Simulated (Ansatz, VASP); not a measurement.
**Al2BAs2 in VASP and in Ansatz**

File INCAR:

```
PREC     = Accurate       # precision mode
ENCUT    = 600            # plane-wave cutoff, eV
EDIFF    = 1E-6           # SCF threshold, eV
ISMEAR   = 0              # smearing method
SIGMA    = 0.1            # smearing width, eV
LREAL    = False          # projectors in reciprocal space
LASPH    = True           # aspherical terms in the spheres
NELM     = 60             # most SCF steps
ALGO     = Normal         # electronic algorithm
ISIF     = 3              # what is computed and relaxed
LWAVE    = False          # write WAVECAR
LCHARG   = False          # write CHGCAR
GGA      = PE             # functional
IBRION   = 2              # ionic algorithm
NSW      = 90             # ionic steps
EDIFFG   = -0.04          # ionic threshold
```

KPOINTS

```
regular mesh
0
Gamma
  6 6 2
```

POSCAR

```
Al2BAs2
1.0
    3.2004446900      0.0000000000      0.0000000000
   -1.6002223500      2.7716664100      0.0000000000
    0.0000000000      0.0000000000      8.3677545900
Al B As
2 1 2
Direct
    0.3333333300      0.6666666700      0.1410000000
    0.6666666700      0.3333333300      0.8590000000
    0.0000000000      0.0000000000      0.0000000000
    0.3333333300      0.6666666700      0.6670000000
    0.6666666700      0.3333333300      0.3330000000
```

Input for Ansatz:

```yaml
crystal:
  lattice:
    - [3.20044469, 0.0, 0.0]
    - [-1.60022235, 2.77166641, 0.0]
    - [0.0, 0.0, 8.36775459]
  atoms:
    - { symbol: Al, position: [0.33333333, 0.66666667, 0.141] }
    - { symbol: Al, position: [0.66666667, 0.33333333, 0.859] }
    - { symbol: B, position: [0.0, 0.0, 0.0] }
    - { symbol: As, position: [0.33333333, 0.66666667, 0.667] }
    - { symbol: As, position: [0.66666667, 0.33333333, 0.333] }
basis:
  ecutwfc: 420
kpoints:
  mp_grid: { grid: [6, 6, 2] }
hamiltonian:
  xc: pbe
scf:
  occupations: { method: gaussian, width: 0.1 }
  lower_state_search: "off"
output:
  forces: true
  stress: true
  eigenvalues: true
relax:
  adjacent_minimum: "off"
  f_tol: 0.04
  max_steps: 70
  cell: { stress_tol: 0.4 }
```

Change from the starting cell: species swapped into the Nb2CS2 type (P-3m1, No. 164).

Alike in both runs: task relaxation of cell and atoms; functional PBE; k mesh 6 × 6 × 2; occupations gaussian, width 0.1 eV; no spin polarisation.

|  | VASP | Ansatz |
| --- | --- | --- |
| version | VASP 6.6.1 | Ansatz 0.2.0 |
| potentials or method | VASP PAW PBE potentials, release 64 (Al, B, As), cutoff 600 eV | scalar-relativistic, plane waves, PAW |
| valence electrons in the cell | 19 | 39 |

Ansatz gave:

| Item | Value |
| --- | --- |
| gap on the k mesh at the Fermi level, each at its own relaxed structure (eV) | none |
| relaxed volume (Å³/atom) | 16.22 |
| relaxed length of the cell vector where the two differ most in proportion (Å) | 3.196 |

Estimate VASP's values.

gap on the k mesh at the Fermi level, each at its own relaxed structure (eV): none; relaxed volume (Å³/atom): 16.31; relaxed length of the cell vector where the two differ most in proportion (Å): 3.204.

A gap of «none» marks a metal or a gap that the smearing closes. VASP's potentials hold 19 valence electrons a cell and Ansatz's 39, so a difference there can come from the potentials and not from the codes.

The k mesh is coarse, so the values compare programs but aren't converged.
